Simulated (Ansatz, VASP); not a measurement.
**One calculation of SiO2, two programs**

File POSCAR:

```
SiO2
1.0
    5.0690738885      0.0000000000      0.0000000000
   -2.5345369442      4.3899467611      0.0000000000
    0.0000000000      0.0000000000      8.5584885400
Si O
4 8
Direct
    0.6666666667      0.3333333333      0.9371258000
    0.6666666667      0.3333333333      0.5628742000
    0.3333333333      0.6666666667      0.0628742000
    0.3333333333      0.6666666667      0.4371258000
    0.0000000000      0.4212587450      0.0000000000
    0.4212587450      0.4212587450      0.5000000000
    0.5787412550      0.0000000000      0.5000000000
    0.5787412550      0.5787412550      0.0000000000
    0.0000000000      0.5787412550      0.5000000000
    0.6666666667      0.3333333333      0.7500000000
    0.3333333333      0.6666666667      0.2500000000
    0.4212587450      0.0000000000      0.0000000000
```

INCAR.step1

```
SYSTEM = SiO2
PREC = Accurate
ENCUT = 520
ISMEAR = -1
SIGMA = 0.01
LREAL = .False.
LASPH = .True.
NELM = 80
NBANDS = 44
GGA = PE
ALGO = Normal
EDIFF = 1E-4
LWAVE = .True.
LCHARG = .False.
```

Contents of INCAR.step2:

```
SYSTEM = SiO2
PREC = Accurate
ENCUT = 520
EDIFF = 1E-8
ISMEAR = -1
SIGMA = 0.01
LREAL = .False.
LASPH = .True.
NELM = 80
ALGO = Normal
ISIF = 2
LWAVE = .False.
LCHARG = .False.
METAGGA = R2SCAN
LMIXTAU = .True.
LEFG = .True.
NBANDS = 44
ISTART = 1
```

Contents of KPOINTS:

```
Automatic mesh
0
Gamma
  6 6 3
  0 0 0
```

Input for Ansatz:

```yaml
crystal:
  lattice:
    - [5.0690738885, 0.0, 0.0]
    - [-2.5345369442, 4.3899467611, 0.0]
    - [0.0, 0.0, 8.55848854]
  atoms:
    - { symbol: Si, position: [0.6666666667, 0.3333333333, 0.9371258] }
    - { symbol: Si, position: [0.6666666667, 0.3333333333, 0.5628742] }
    - { symbol: Si, position: [0.3333333333, 0.6666666667, 0.0628742] }
    - { symbol: Si, position: [0.3333333333, 0.6666666667, 0.4371258] }
    - { symbol: O, position: [0.0, 0.421258745, 0.0] }
    - { symbol: O, position: [0.421258745, 0.421258745, 0.5] }
    - { symbol: O, position: [0.578741255, 0.0, 0.5] }
    - { symbol: O, position: [0.578741255, 0.578741255, 0.0] }
    - { symbol: O, position: [0.0, 0.578741255, 0.5] }
    - { symbol: O, position: [0.6666666667, 0.3333333333, 0.75] }
    - { symbol: O, position: [0.3333333333, 0.6666666667, 0.25] }
    - { symbol: O, position: [0.421258745, 0.0, 0.0] }
kpoints:
  mp_grid: { grid: [6, 6, 3] }
scf:
  occupations: { method: fermi_dirac, width: 0.01 }
hamiltonian:
  xc: r2scan
  pseudopotentials: { kind: paw }
output:
  forces: true
  stress: true
  populations: true
  efg: { quadrupole_moments_barn: { O: -0.02558 }, contact_densities: true }
  write_density: true
  write_potential: true
  elf: true
  volumetric_format: npy
```

Alike in both runs: task electric field gradients; functional r2SCAN; k mesh 6 × 6 × 3; occupations fermi-dirac, width 0.01 eV; no spin polarisation.

|  | VASP | Ansatz |
| --- | --- | --- |
| version | VASP 6.6.1 | Ansatz 0.2.0 |
| potentials or method | VASP PAW PBE potentials, release 64 (Si, O) | plane-wave PAW, scalar-relativistic |
| plane-wave cutoff (eV) | 520 | 500 |
| valence electrons in the cell | 64 | 64 |

|  | VASP | Ansatz | Ansatz less VASP |
| --- | --- | --- | --- |
| gap on the k mesh at the Fermi level (eV) | 6.20 | 6.20 | +0.004 |
| pressure (GPa) | 0.2 | 0.1 | -0.13 |
| traceless stress, the component that is largest in VASP (GPa) | 0.05 | 0.07 | +0.023 |
| rms of the force components (eV/Å) | 0.012 | 0.014 | +0.0022 |
| size of Vzz on the site where it differs most (V/Å²) | 94.9 | 101.0 | +6.11 |

VASP's potentials were made for PBE, not for r2SCAN. Atom by atom the forces differ by 0.005 eV/Å (rms over components). With one functional, cell and mesh, what is left measures potentials, basis and numerics.
